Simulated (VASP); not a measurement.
A run of VASP 6.6.1 is set up as follows.

Contents of INCAR:

```
ALGO = Normal
EDIFF = 1E-7
ENCUT = 520
GGA = PE
ISIF = 2
ISMEAR = 0
LASPH = True
LCHARG = False
LREAL = False
LWAVE = False
NBANDS = 11
NELM = 80
PREC = Accurate
SIGMA = 0.028000000000000004
```

The input KPOINTS:

```
k-points
0
Gamma
  13 13 13
```

The input POSCAR:

```
C
1.0
    0.0000000000      1.7833700000      1.7833700000
    1.7833700000      0.0000000000      1.7833700000
    1.7833700000      1.7833700000      0.0000000000
C
2
Direct
    0.7500000000      0.7500000000      0.7500000000
    0.5000000000      0.5000000000      0.5000000000
```

Potentials or basis: VASP PAW PBE potentials, release 64 (C).

Run with:

```bash
$ cat potpaw_PBE.64/C/POTCAR > POTCAR
$ mpirun -np 1 vasp_std > vasp.out
```

What does it give for the band gap on the k mesh?

4.14 eV, indirect (least direct gap 5.59 eV).

Estimate the pressure.

2.5 GPa.

A k mesh can miss the band edges. A hybrid or GW would open this gap; PBE tends to underestimate it.
